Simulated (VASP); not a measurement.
ZrO2, 3 atoms in the cell. Symmetry: Fm-3m, No. 225, cubic system. Conventional cell: a = 5.066 Å, b = 5.066 Å, c = 5.066 Å, α = 90.00°, β = 90.00°, γ = 90.00°. Within 2.9 Å of Zr (site symmetry m-3m) lie 8 O at 2.19 Å. Within 2.9 Å of O (site symmetry -43m) lie 4 Zr at 2.19 Å and 6 O at 2.53 Å. 

* Program: VASP 6.6.1
* Task: single point
* Functional: PBEsol
* Potentials or basis: VASP PAW PBE potentials, release 64 (Zr_sv, O)
* Cutoff: 600 eV
* k mesh: 6 × 6 × 6
* Occupations: fermi-dirac, width 0.1 eV
* Spin: no spin polarisation
* Dipole correction: no
* Further INCAR settings: ALGO = Normal; EDIFF = 1e-06; NBANDS = 19

Potentials or basis: VASP PAW PBE potentials, release 64 (Zr_sv, O).

Launch:

```bash
$ cat potpaw_PBE.64/Zr_sv/POTCAR potpaw_PBE.64/O/POTCAR > POTCAR
$ mpirun -np 1 vasp_std > vasp.out
```

Hardware: 1 thread of Intel(R) Xeon(R) Platinum 8488C (Sapphire Rapids), with other jobs on the host.

Q: How long does it take, and how much memory?

A: Run time: 23 s on 1 thread of Intel(R) Xeon(R) Platinum 8488C (Sapphire Rapids), with other jobs on the host, peak memory 0.16 GiB. Counts: scf iterations 14, k points 16.
